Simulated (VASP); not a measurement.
A run of VASP 6.6.1 is set up as follows.

File INCAR:

```
SYSTEM = Si
PREC = Accurate
ENCUT = 520
EDIFF = 1E-7
ISMEAR = 0
SIGMA = 0.1
LREAL = .FALSE.
LASPH = .TRUE.
NELM = 100
ALGO = Normal
ISIF = 2
LWAVE = .FALSE.
LCHARG = .FALSE.
GGA = PE
NBANDS = 13
```

File KPOINTS:

```
regular mesh
0
G
  14 14 14
  0 0 0
```

File POSCAR:

```
Si
1.0
    0.0000000000      2.9108715748      2.9108715748
    2.9108715748      0.0000000000      2.9108715748
    2.9108715748      2.9108715748      0.0000000000
Si
3
Direct
    0.2500000000      0.2500000000      0.2500000000
    0.5000000000      0.5000000000      0.5000000000
    0.7500000000      0.7500000000      0.7500000000
```

Potentials or basis: VASP PAW PBE potentials, release 64 (Si).

Command:

```console
$ cat potpaw_PBE.64/Si/POTCAR > POTCAR
$ mpirun -np 1 vasp_std > vasp.out
```

Problem. Predict the band gap on the k mesh.

Solution. Zero (bands 6 and 7 overlap by 2.77 eV).

Problem. Estimate the pressure.

Solution. -0.1 GPa.
